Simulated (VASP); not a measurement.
# Pd (Im-3m) in VASP: single point with LDA

Aim: the single point of Pd with LDA.

Program: VASP 6.6.1. These are calculated values, not measurements. Logs are shortened: lines on timing, memory, paths and dates and some standing lists are left out, and cuts for length are marked.

## 1. The cell of the first run

Symmetry: Im-3m, No. 229, cubic system. Conventional cell: a = 3.145 Å, b = 3.145 Å, c = 3.145 Å, α = 90.00°, β = 90.00°, γ = 90.00°. Pd (site symmetry m-3m) has 14 Pd at 2.72 to 3.14 Å within 3.6 Å.

## 2. Single point, LDA

INCAR

```
PREC = Accurate
ENCUT = 500
EDIFF = 1E-6
ISMEAR = 0
SIGMA = 0.1
LREAL = False
LASPH = True
NELM = 120
ALGO = Normal
ISIF = 2
LWAVE = False
LCHARG = False
GGA = CA
NBANDS = 11
GGA_COMPAT = False
```

KPOINTS

```
regular mesh
0
Gamma
  8 8 8
```

POSCAR

```
Pd
1.0
   -1.5722810000      1.5722810000      1.5722810000
    1.5722810000     -1.5722810000      1.5722810000
    1.5722810000      1.5722810000     -1.5722810000
Pd
1
Direct
    0.0000000000      0.0000000000      0.0000000000
```

Potentials or basis: VASP PAW LDA potentials, release 64 (Pd).

Started as:

```
$ cat potpaw_LDA.64/Pd/POTCAR > POTCAR
$ mpirun -np 1 vasp_std > vasp.out
```

OUTCAR:

```text
PREC = Accurate
   ENCUT = 500
   EDIFF = 1E-6
   ISMEAR = 0
   LREAL = False
   LASPH = True
   NELM = 120
   ISIF = 2
   GGA = CA

 ion  position               nearest neighbor table
   1  0.000  0.000  0.000-

  LATTYP: Found a body centered cubic cell.
 ALAT       =     3.1445620000

  Lattice vectors:

 A1 = (  -1.5722810000,   1.5722810000,   1.5722810000)
 A2 = (   1.5722810000,  -1.5722810000,   1.5722810000)
 A3 = (   1.5722810000,   1.5722810000,  -1.5722810000)

Analysis of symmetry for initial positions (statically):
=====================================================================
 Subroutine PRICEL returns:
 Original cell was already a primitive cell.

 Routine SETGRP: Setting up the symmetry group for a
 body centered cubic supercell.

 Subroutine GETGRP returns: Found 48 space group operations
 (whereof 48 operations were pure point group operations)
 out of a pool of 48 trial point group operations.

The static configuration has the point symmetry O_h .

Analysis of symmetry for dynamics (positions and initial velocities):
=====================================================================
 Subroutine PRICEL returns:
 Original cell was already a primitive cell.

 Routine SETGRP: Setting up the symmetry group for a
 body centered cubic supercell.

 Subroutine GETGRP returns: Found 48 space group operations
 (whereof 48 operations were pure point group operations)
 out of a pool of 48 trial point group operations.

The dynamic configuration has the point symmetry O_h .

 Subroutine INISYM returns: Found 48 space group operations
 (whereof 48 operations are pure point group operations),
 and found     1 'primitive' translations

----------------------------------------------------------------------------------------

                                     Primitive cell

  volume of cell :      15.5471

  direct lattice vectors                    reciprocal lattice vectors
    -1.572281000  1.572281000  1.572281000     0.000000000  0.318009313  0.318009313
     1.572281000 -1.572281000  1.572281000     0.318009313  0.000000000  0.318009313
     1.572281000  1.572281000 -1.572281000     0.318009313  0.318009313  0.000000000

  length of vectors
     2.723270576  2.723270576  2.723270576     0.449733083  0.449733083  0.449733083

  position of ions in fractional coordinates (direct lattice)
     0.000000000  0.000000000  0.000000000

  ion indices of the primitive-cell ions
   primitive index   ion index
                 1           1

----------------------------------------------------------------------------------------

 KPOINTS: regular mesh

Automatic generation of k-mesh.
 Grid dimensions read from file:
 generate k-points for:    8    8    8

 Generating k-lattice:

  Cartesian coordinates                     Fractional coordinates (reciprocal lattice)
     0.000000000  0.039751164  0.039751164     0.125000000  0.000000000  0.000000000
     0.039751164  0.000000000  0.039751164     0.000000000  0.125000000  0.000000000
     0.039751164  0.039751164  0.000000000     0.000000000  0.000000000  0.125000000

  Length of vectors
     0.056216635  0.056216635  0.056216635

  Shift w.r.t. Gamma in fractional coordinates (k-lattice)
     0.000000000  0.000000000  0.000000000

 Subroutine IBZKPT returns following result:
 ===========================================

 Found     29 irreducible k-points:

 Following reciprocal coordinates:
            Coordinates               Weight
  0.000000  0.000000  0.000000      1.000000
  0.125000  0.000000  0.000000     12.000000
  0.250000  0.000000  0.000000     12.000000
  0.375000  0.000000  0.000000     12.000000
  0.500000  0.000000  0.000000      6.000000
  0.125000  0.125000  0.000000     24.000000
[... 16 lines left out ...]
 -0.250000  0.250000  0.250000      6.000000
 -0.375000  0.375000  0.250000     24.000000
 [... further k-points ...]
   k-points           NKPTS =     29   k-points in BZ     NKDIM =     29   number of bands    NBANDS=     11
   number of dos      NEDOS =    301   number of ions     NIONS =      1
   total plane-waves  NPLWV =   8000
   dimension x,y,z NGX =    20 NGY =   20 NGZ =   20
   dimension x,y,z NGXF=    40 NGYF=   40 NGZF=   40
   ions per type =               1
   NGX,Y,Z   is equivalent  to a cutoff of  12.21, 12.21, 12.21 a.u.
   NGXF,Y,Z  is equivalent  to a cutoff of  24.42, 24.42, 24.42 a.u.
 SYSTEM =  unknown system
   PREC   = accura    normal or accurate (medium, high low for compatibility)
   ISTART =      0    job   : 0-new  1-cont  2-samecut
   ICHARG =      2    charge: 1-file 2-atom 10-const
   ISPIN  =      1    spin polarized calculation?
   LNONCOLLINEAR =      F non collinear calculations
   LSORBIT =      F    spin-orbit coupling
   LASPH  =      T    aspherical Exc in radial PAW
   ENCUT  =  500.0 eV  36.75 Ry    6.06 a.u.   4.97  4.97  4.97*2*pi/ulx,y,z
   NELM   =    120;   NELMIN=  2; NELMDL= -5     # of ELM steps
   EDIFF  = 0.1E-05   stopping-criterion for ELM
   LREAL  =      F    real-space projection
   EDIFFG = 0.1E-04   stopping-criterion for IOM
   NSW    =      0    number of steps for IOM
   IBRION =     -1    ionic relax: 0-MD 1-quasi-New 2-CG
   NFREE  =      0    steps in history (QN), initial steepest desc. (CG)
   ISIF   =      2    stress and relaxation
   ISYM   =      2    0-nonsym 1-usesym 2-fastsym
   POTIM  = 0.5000    time-step for ionic-motion
   TEBEG  =    0.0;   TEEND  =   0.0 temperature during run
   PSTRESS=    0.0 pullay stress
   NELECT =      10.0000    total number of electrons
   NUPDOWN=      -1.0000    fix difference up-down
   EMIN   =  10.00;   EMAX   =-10.00  energy-range for DOS
   EFERMI =   0.00;   METHOD = LEGACY
   ISMEAR =     0;   SIGMA  =   0.10  broadening in eV -4-tet -1-fermi 0-gaus
   EFERMI_NEDOS =   21; number of points for ismear=-14 and -15
   IALGO  =     38    algorithm
   IMIX   =      4    mixing-type and parameters
     AMIX     =   0.40;   BMIX     =  1.00
     AMIX_MAG =   1.60;   BMIX_MAG =  1.00
  volume/ion in A,a.u.               =      15.55       104.92
  Fermi-wavevector in a.u.,A,eV,Ry     =   1.413160  2.670485 27.171123  1.997021
  Thomas-Fermi vector in A             =   2.534834
   LORBIT       =      0    0 simple, 1 ext, 2 COOP (PROOUT), +10 PAW based schemes
   GGA     = CA    functional components
   LHFCALC =     F    Hartree Fock is set to
   AEXX    =    0.0000 exact exchange contribution
   IVDW    =     0    specifies the selected vdW correction
   LEPSILON=     F    determine dielectric tensor
   LRPA    =     F    only Hartree local field effects (RPA)
 non-spin polarized calculation
 Gauss-broadening in eV      SIGMA  =   0.10
  energy-cutoff  :      500.00
  volume of cell :       15.55
 maximum number of plane-waves:       420
   NGX =  9   NGY =  9   NGZ =  9

 number of electron      10.0000005 magnetization

 Free energy of the ion-electron system (eV)
  ---------------------------------------------------
  ext. energy  EPLUGINS =         0.00000000
  ---------------------------------------------------
  free energy    TOTEN  =        -6.35347819 eV

  energy without entropy =       -6.34339309  energy(sigma->0) =       -6.34843564

 E-fermi :   8.6788     XC(G=0): -13.1948

 val. band max:        8.6753317789   @ k =  -0.3750   0.5000   0.1250
 cond. band min:       8.7096467031   @ k =  -0.3750   0.5000   0.2500
 fundamental gap:      0.0343149242
 Fermi energy:         8.6787649038

 k-point     1 :       0.0000    0.0000    0.0000
  band No.  band energies     occupation
      1       1.8865      2.00000
      2       5.9543      2.00000
      3       5.9543      2.00000
      4       5.9543      2.00000
      5       7.8502      2.00000
      6       7.8502      2.00000
      7      27.9165      0.00000
      8      27.9165      0.00000
      9      27.9165      0.00000
     10      34.8572      0.00000
     11      36.0063      0.00000

 k-point     2 :       0.1250    0.0000    0.0000
  band No.  band energies     occupation
      1       2.4420      2.00000
      2       5.7749      2.00000
      3       5.9607      2.00000
      4       6.3472      2.00000
      5       7.6671      2.00000
      6       7.8653      2.00000
      7      27.2636      0.00000
      8      27.8262      0.00000
      9      28.5624      0.00000
     10      33.1742      0.00000
     11      33.5095      0.00000

 k-point     3 :       0.2500    0.0000    0.0000
  band No.  band energies     occupation
      1       3.6312      2.00000
      2       5.3663      2.00000
      3       6.2233      2.00000
      4       7.3988      2.00000
      5       7.5399      2.00000
      6       7.9241      2.00000
      7      23.7090      0.00000
      8      26.2607      0.00000
      9      30.1433      0.00000
     10      30.5318      0.00000
     11      32.5540      0.00000

 k-point     4 :       0.3750    0.0000    0.0000
  band No.  band energies     occupation
      1       3.8858      2.00000
      2       4.9877      2.00000
      3       7.6336      2.00000
      4       8.0163      2.00000
      5       8.2314      2.00000
      6       8.6582      1.22858
      7      18.9667      0.00000
      8      24.3878      0.00000
      9      27.2112      0.00000
     10      31.7253      0.00000
     11      33.1197      0.00000
[... 239 lines left out ...]
 k-point    22 :       0.2500    0.2500    0.2500
  band No.  band energies     occupation
      1       5.3742      2.00000
      2       5.3742      2.00000
      3       5.3742      2.00000
      4       8.1103      2.00000
      5       8.1103      2.00000
      6      17.0526      0.00000
      7      17.9061      0.00000
      8      17.9061      0.00000
      9      17.9061      0.00000
     10      34.9024      0.00000
     11      38.9691      0.00000

 k-point    23 :      -0.2500    0.2500    0.2500
  band No.  band energies     occupation
      1       4.8756      2.00000
      2       5.6986      2.00000
      3       6.5571      2.00000
      4       6.5571      2.00000
      5       7.3278      2.00000
      6       9.3759      0.00000
      7      25.0306      0.00000
      8      25.0306      0.00000
      9      25.2294      0.00000
     10      25.9167      0.00000
     11      34.8387      0.00000

 k-point    24 :      -0.3750    0.3750    0.2500
  band No.  band energies     occupation
      1       4.8095      2.00000
      2       5.1877      2.00000
      3       6.5641      2.00000
      4       7.1186      2.00000
      5       8.4219      1.99972
      6      11.5120      0.00000
      7      20.1825      0.00000
      8      22.5929      0.00000
      9      25.1152      0.00000
     10      27.4992      0.00000
     11      34.6374      0.00000

 [... further k-points ...]
[... 5 lines left out ...]
  --------------------------------------------------------------------------------------
  -------------------------------------------------------------------------------------
  Total       -1.4199783     -1.4199783     -1.4199783      0.0000000     -0.0000000      0.0000000
  in kB     -146.3328420   -146.3328420   -146.3328420      0.0000000     -0.0000000      0.0000000
  external PRESSURE =    -146.3328420 kB  Pullay stress =       0.0000000 kB

 VOLUME and BASIS-vectors are now :
 -----------------------------------------------------------------------------
  energy-cutoff  :      500.00
  volume of cell :       15.55
      direct lattice vectors                 reciprocal lattice vectors
    -1.572281000  1.572281000  1.572281000     0.000000000  0.318009313  0.318009313
     1.572281000 -1.572281000  1.572281000     0.318009313  0.000000000  0.318009313
     1.572281000  1.572281000 -1.572281000     0.318009313  0.318009313  0.000000000

 POSITION                                       TOTAL-FORCE (eV/Angst)
 -----------------------------------------------------------------------------------
      0.00000      0.00000      0.00000         0.000000     -0.000000      0.000000
 -----------------------------------------------------------------------------------
    total drift:                               -0.000000     -0.000000     -0.000000

  FREE ENERGIE OF THE ION-ELECTRON SYSTEM (eV)
  ---------------------------------------------------
  free  energy   TOTEN  =        -6.3534781905 eV

  energy  without entropy=       -6.3433930872  energy(sigma->0) =       -6.34843564
```

Run time: 3.5 s. Hardware: 1 thread of AMD EPYC 9R45 (Zen 5), shared host; peak memory 0.09 GiB.

What came out:

* Free energy: -6.3535 eV
* Pressure: -14.6 GPa
* Band gap on the k mesh: zero (band 5 reaches 9.27 eV, above the bottom of band 6 at 7.85 eV)

Levels at points of the mesh, in eV from the Fermi level:
```csv
k point,band 2,band 3,band 4,band 5,band 6,band 7,band 8,band 9
"(0.00, 0.00, 0.00)",-2.72,-2.72,-2.72,-0.83,-0.83,19.24,19.24,19.24
"(0.50, 0.00, 0.00)",-3.84,-0.91,-0.61,0.59,1.46,7.50,14.99,17.20
"(0.50, 0.50, 0.50)",-4.80,0.23,0.23,0.23,8.96,8.96,8.96,16.76
```
